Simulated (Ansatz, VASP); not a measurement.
One calculation of LiC2, two programs

```
Li C
1.0
     3.64468    0.00000    0.00000
    -1.82234    3.15638    0.00000
     0.00000    0.00000    3.49962
Li C
1 2
Direct
  0.00000 0.00000 0.00000
  0.66667 0.33333 0.68071
  0.66667 0.33333 0.31929
```

Alike in both runs: functional PBE; k mesh 12 × 12 × 14; occupations gaussian, width 0.1 eV; no spin polarisation.

Ansatz relaxed the structure, and its values are those at the end. VASP's run is a single point on that final structure, the one shown.

```csv
,VASP,Ansatz
version,VASP 6.6.1,Ansatz 0.2.0
potentials or method,"VASP PAW PBE potentials, release 64 (Li_sv, C), cutoff 520 eV","scalar-relativistic, plane waves, PAW"
valence electrons in the cell,11,11
```

|  | VASP | Ansatz | Ansatz less VASP |
| --- | --- | --- | --- |
| gap on the k mesh at the Fermi level (eV) | none | none | - |
| rms of the force components (eV/Å) | 0.051 | 0.001 | -0.0507 |

A gap of «none» marks a metal or a gap that the smearing closes.

Noted on VASP's run: the cutoff is short for stress, so the pressure is rough.
